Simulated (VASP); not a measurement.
# PbS (Pm-3m) in VASP: further runs

PbS is run at these levels: PBE; tasks: single point.

All numbers are computed with VASP 6.6.1; they aren't measurements. Logs are shortened: lines on timing, memory, paths and dates and some standing lists are left out, and cuts for length are marked.

### 1 The cell of the first run

The structure is cubic, space group Pm-3m (No. 221). The conventional cell has a = 3.577 Å, b = 3.577 Å, c = 3.577 Å, α = 90.00°, β = 90.00°, γ = 90.00°. Pb (site symmetry m-3m) has 8 S at 3.10 Å and 6 Pb at 3.58 Å within 4.1 Å. S (site symmetry m-3m) has 8 Pb at 3.10 Å and 6 S at 3.58 Å within 4.1 Å.

### 2 Single point, PBE (volume changed by -6%)

INCAR reads:

```
PREC = Accurate ; ENCUT = 520
EDIFF = 1E-6 ; ISMEAR = -1
SIGMA = 0.02 ; LREAL = F
LASPH = T ; NELM = 80
ALGO = Normal ; ISIF = 2
LWAVE = F ; LCHARG = F
GGA = PE ; NBANDS = 17
```

KPOINTS reads:

```
regular mesh
0
Gamma
  6 6 6
```

POSCAR reads:

```
PbS
1.0
    3.5773873776      0.0000000000      0.0000000000
    0.0000000000      3.5773873776      0.0000000000
    0.0000000000      0.0000000000      3.5773873776
Pb S
1 1
Direct
    0.0000000000      0.0000000000      0.0000000000
    0.5000000000      0.5000000000      0.5000000000
```

Potentials or basis: VASP PAW PBE potentials, release 64 (Pb_d, S).

Command:

```console
$ cat potpaw_PBE.64/Pb_d/POTCAR potpaw_PBE.64/S/POTCAR > POTCAR
$ mpirun -np 1 vasp_std > vasp.out
```

OUTCAR:

```text
PREC = Accurate
   ENCUT = 520
   EDIFF = 1E-6
   ISMEAR = -1
   LREAL = F
   LASPH = T
   NELM = 80
   ISIF = 2
   GGA = PE

 ion  position               nearest neighbor table
   1  0.000  0.000  0.000-   2 3.10   2 3.10   2 3.10   2 3.10   2 3.10   2 3.10   2 3.10   2 3.10

   2  0.500  0.500  0.500-   1 3.10   1 3.10   1 3.10   1 3.10   1 3.10   1 3.10   1 3.10   1 3.10

  LATTYP: Found a simple cubic cell.
 ALAT       =     3.5773873776

  Lattice vectors:

 A1 = (   3.5773873776,   0.0000000000,   0.0000000000)
 A2 = (   0.0000000000,   3.5773873776,   0.0000000000)
 A3 = (   0.0000000000,   0.0000000000,   3.5773873776)

Analysis of symmetry for initial positions (statically):
=====================================================================
 Subroutine PRICEL returns:
 Original cell was already a primitive cell.

 Routine SETGRP: Setting up the symmetry group for a
 simple cubic supercell.

 Subroutine GETGRP returns: Found 48 space group operations
 (whereof 48 operations were pure point group operations)
 out of a pool of 48 trial point group operations.

The static configuration has the point symmetry O_h .

Analysis of symmetry for dynamics (positions and initial velocities):
=====================================================================
 Subroutine PRICEL returns:
 Original cell was already a primitive cell.

 Routine SETGRP: Setting up the symmetry group for a
 simple cubic supercell.

 Subroutine GETGRP returns: Found 48 space group operations
 (whereof 48 operations were pure point group operations)
 out of a pool of 48 trial point group operations.

The dynamic configuration has the point symmetry O_h .

 Subroutine INISYM returns: Found 48 space group operations
 (whereof 48 operations are pure point group operations),
 and found     1 'primitive' translations

----------------------------------------------------------------------------------------

                                     Primitive cell

  volume of cell :      45.7823

  direct lattice vectors                    reciprocal lattice vectors
     3.577387378  0.000000000  0.000000000     0.279533608  0.000000000  0.000000000
     0.000000000  3.577387378  0.000000000     0.000000000  0.279533608  0.000000000
     0.000000000  0.000000000  3.577387378     0.000000000  0.000000000  0.279533608

  length of vectors
     3.577387378  3.577387378  3.577387378     0.279533608  0.279533608  0.279533608

  position of ions in fractional coordinates (direct lattice)
     0.000000000  0.000000000  0.000000000
     0.500000000  0.500000000  0.500000000

  ion indices of the primitive-cell ions
   primitive index   ion index
                 1           1
                 2           2

----------------------------------------------------------------------------------------

 KPOINTS: regular mesh

Automatic generation of k-mesh.
 Grid dimensions read from file:
 generate k-points for:    6    6    6

 Generating k-lattice:

  Cartesian coordinates                     Fractional coordinates (reciprocal lattice)
     0.046588935  0.000000000  0.000000000     0.166666667  0.000000000  0.000000000
     0.000000000  0.046588935  0.000000000     0.000000000  0.166666667  0.000000000
     0.000000000  0.000000000  0.046588935     0.000000000  0.000000000  0.166666667

  Length of vectors
     0.046588935  0.046588935  0.046588935

  Shift w.r.t. Gamma in fractional coordinates (k-lattice)
     0.000000000  0.000000000  0.000000000

 Subroutine IBZKPT returns following result:
 ===========================================

 Found     20 irreducible k-points:

 Following reciprocal coordinates:
            Coordinates               Weight
  0.000000  0.000000  0.000000      1.000000
  0.166667  0.000000  0.000000      6.000000
  0.333333  0.000000  0.000000      6.000000
  0.500000  0.000000  0.000000      3.000000
  0.166667  0.166667  0.000000     12.000000
  0.333333  0.166667  0.000000     24.000000
[... 12 lines left out ...]
  0.500000  0.500000  0.333333      6.000000
  0.500000  0.500000  0.500000      1.000000
   k-points           NKPTS =     20   k-points in BZ     NKDIM =     20   number of bands    NBANDS=     17
   number of dos      NEDOS =    301   number of ions     NIONS =      2
   total plane-waves  NPLWV =  21952
   dimension x,y,z NGX =    28 NGY =   28 NGZ =   28
   dimension x,y,z NGXF=    56 NGYF=   56 NGZF=   56
   ions per type =               1   1
   NGX,Y,Z   is equivalent  to a cutoff of  13.01, 13.01, 13.01 a.u.
   NGXF,Y,Z  is equivalent  to a cutoff of  26.02, 26.02, 26.02 a.u.
 SYSTEM =  unknown system
   PREC   = accura    normal or accurate (medium, high low for compatibility)
   ISTART =      0    job   : 0-new  1-cont  2-samecut
   ICHARG =      2    charge: 1-file 2-atom 10-const
   ISPIN  =      1    spin polarized calculation?
   LNONCOLLINEAR =      F non collinear calculations
   LSORBIT =      F    spin-orbit coupling
   LASPH  =      T    aspherical Exc in radial PAW
   ENCUT  =  520.0 eV  38.22 Ry    6.18 a.u.   6.65  6.65  6.65*2*pi/ulx,y,z
   NELM   =     80;   NELMIN=  2; NELMDL= -5     # of ELM steps
   EDIFF  = 0.1E-05   stopping-criterion for ELM
   LREAL  =      F    real-space projection
   EDIFFG = 0.1E-04   stopping-criterion for IOM
   NSW    =      0    number of steps for IOM
   IBRION =     -1    ionic relax: 0-MD 1-quasi-New 2-CG
   NFREE  =      0    steps in history (QN), initial steepest desc. (CG)
   ISIF   =      2    stress and relaxation
   ISYM   =      2    0-nonsym 1-usesym 2-fastsym
   POTIM  = 0.5000    time-step for ionic-motion
   TEBEG  =    0.0;   TEEND  =   0.0 temperature during run
   PSTRESS=    0.0 pullay stress
   NELECT =      20.0000    total number of electrons
   NUPDOWN=      -1.0000    fix difference up-down
   EMIN   =  10.00;   EMAX   =-10.00  energy-range for DOS
   EFERMI =   0.00;   METHOD = LEGACY
   ISMEAR =    -1;   SIGMA  =   0.02  broadening in eV -4-tet -1-fermi 0-gaus
   EFERMI_NEDOS =   21; number of points for ismear=-14 and -15
   IALGO  =     38    algorithm
   IMIX   =      4    mixing-type and parameters
     AMIX     =   0.40;   BMIX     =  1.00
     AMIX_MAG =   1.60;   BMIX_MAG =  1.00
  volume/ion in A,a.u.               =      22.89       154.48
  Fermi-wavevector in a.u.,A,eV,Ry     =   1.242183  2.347385 20.994037  1.543018
  Thomas-Fermi vector in A             =   2.376548
   LORBIT       =      0    0 simple, 1 ext, 2 COOP (PROOUT), +10 PAW based schemes
   GGA     = PE    functional components
   LHFCALC =     F    Hartree Fock is set to
   AEXX    =    0.0000 exact exchange contribution
   IVDW    =     0    specifies the selected vdW correction
   LEPSILON=     F    determine dielectric tensor
   LRPA    =     F    only Hartree local field effects (RPA)
 non-spin polarized calculation
  energy-cutoff  :      520.00
  volume of cell :       45.78
 maximum number of plane-waves:      1253
 NGX is ok and might be reduce to    28
   NGX = 13   NGY = 13   NGZ = 13

 number of electron      20.0000001 magnetization

 Free energy of the ion-electron system (eV)
  ---------------------------------------------------
  ext. energy  EPLUGINS =         0.00000000
  ---------------------------------------------------
  free energy    TOTEN  =        -8.21572764 eV

  energy without entropy =       -8.21407333  energy(sigma->0) =       -8.21490049

 E-fermi :   6.9583     XC(G=0): -10.4762

 val. band max:        6.9525610272   @ k =   0.1667   0.1667   0.1667
 cond. band min:       7.0145716005   @ k =   0.5000   0.3333   0.3333
 fundamental gap:      0.0620105733
 Fermi energy:         6.9583032593

 k-point     1 :       0.0000    0.0000    0.0000
  band No.  band energies     occupation
      1     -10.0664      2.00000
      2     -10.0664      2.00000
      3      -9.8112      2.00000
      4      -9.8112      2.00000
      5      -9.8112      2.00000
      6      -6.7212      2.00000
[... 9 lines left out ...]
     16      19.8360      0.00000
     17      19.8360      0.00000

 k-point     2 :       0.1667    0.0000    0.0000
  band No.  band energies     occupation
      1     -10.0631      2.00000
      2     -10.0190      2.00000
      3      -9.8296      2.00000
      4      -9.8296      2.00000
      5      -9.8094      2.00000
      6      -6.4654      2.00000
[... 9 lines left out ...]
     16      19.4818      0.00000
     17      19.7276      0.00000

 k-point     3 :       0.3333    0.0000    0.0000
  band No.  band energies     occupation
      1     -10.0566      2.00000
      2      -9.9252      2.00000
      3      -9.8661      2.00000
      4      -9.8661      2.00000
      5      -9.8058      2.00000
      6      -5.7855      2.00000
[... 9 lines left out ...]
     16      17.5284      0.00000
     17      19.7357      0.00000

 k-point     4 :       0.5000    0.0000    0.0000
  band No.  band energies     occupation
      1     -10.0534      2.00000
      2      -9.8842      2.00000
      3      -9.8842      2.00000
      4      -9.8789      2.00000
      5      -9.8039      2.00000
      6      -5.2563      2.00000
[... 9 lines left out ...]
     16      19.7014      0.00000
     17      21.3332      0.00000
[... 263 lines left out ...]
      1      -9.9724      2.00000
      2      -9.9492      2.00000
      3      -9.9237      2.00000
      4      -9.8253      2.00000
      5      -9.7736      2.00000
      6      -4.2801      2.00000
[... 9 lines left out ...]
     16      19.2221      0.00000
     17      22.8422      0.00000

 k-point    19 :       0.5000    0.5000    0.3333
  band No.  band energies     occupation
      1      -9.9890      2.00000
      2      -9.9464      2.00000
      3      -9.9464      2.00000
      4      -9.7986      2.00000
      5      -9.7444      2.00000
      6      -4.1602      2.00000
[... 9 lines left out ...]
     16      20.1451      0.00000
     17      23.3728      0.00000

 k-point    20 :       0.5000    0.5000    0.5000
  band No.  band energies     occupation
      1      -9.9713      2.00000
      2      -9.9713      2.00000
      3      -9.9713      2.00000
      4      -9.7434      2.00000
      5      -9.7434      2.00000
      6      -4.0948      2.00000
[... 9 lines left out ...]
     16      21.2257      0.00000
     17      23.5324      0.00000

------------------------ aborting loop because EDIFF is reached ----------------------------------------

  FORCE on cell =-STRESS in cart. coord.  units (eV):
  Direction    XX          YY          ZZ          XY          YZ          ZX
  --------------------------------------------------------------------------------------
  -------------------------------------------------------------------------------------
  Total        1.1795300      1.1795300      1.1795300      0.0000000     -0.0000000      0.0000000
  in kB       41.2782868     41.2782868     41.2782868      0.0000000     -0.0000000      0.0000000
  external PRESSURE =      41.2782868 kB  Pullay stress =       0.0000000 kB

 VOLUME and BASIS-vectors are now :
 -----------------------------------------------------------------------------
  energy-cutoff  :      520.00
  volume of cell :       45.78
      direct lattice vectors                 reciprocal lattice vectors
     3.577387378  0.000000000  0.000000000     0.279533608  0.000000000  0.000000000
     0.000000000  3.577387378  0.000000000     0.000000000  0.279533608  0.000000000
     0.000000000  0.000000000  3.577387378     0.000000000  0.000000000  0.279533608

 POSITION                                       TOTAL-FORCE (eV/Angst)
 -----------------------------------------------------------------------------------
      0.00000      0.00000      0.00000         0.000000      0.000000      0.000000
      1.78869      1.78869      1.78869         0.000000      0.000000      0.000000
 -----------------------------------------------------------------------------------
    total drift:                               -0.000000      0.000000      0.000000

  FREE ENERGIE OF THE ION-ELECTRON SYSTEM (eV)
  ---------------------------------------------------
  free  energy   TOTEN  =        -8.2157276381 eV

  energy  without entropy=       -8.2140733333  energy(sigma->0) =       -8.21490049
```

Wall time 15 s (1 thread of Intel Xeon 8259CL, shared host); peak memory 0.16 GiB.

What came out:

| Quantity | Value |
| --- | --- |
| Free energy | -8.2157 eV |
| Pressure | 4.1 GPa |
| Band gap on the k mesh | zero (band 10 reaches 6.95 eV, above the bottom of band 11 at 6.22 eV) |

Caveat: spin-orbit coupling is left out, which moves the levels of the heavy elements.

(Part 1 of 3 ends here.)
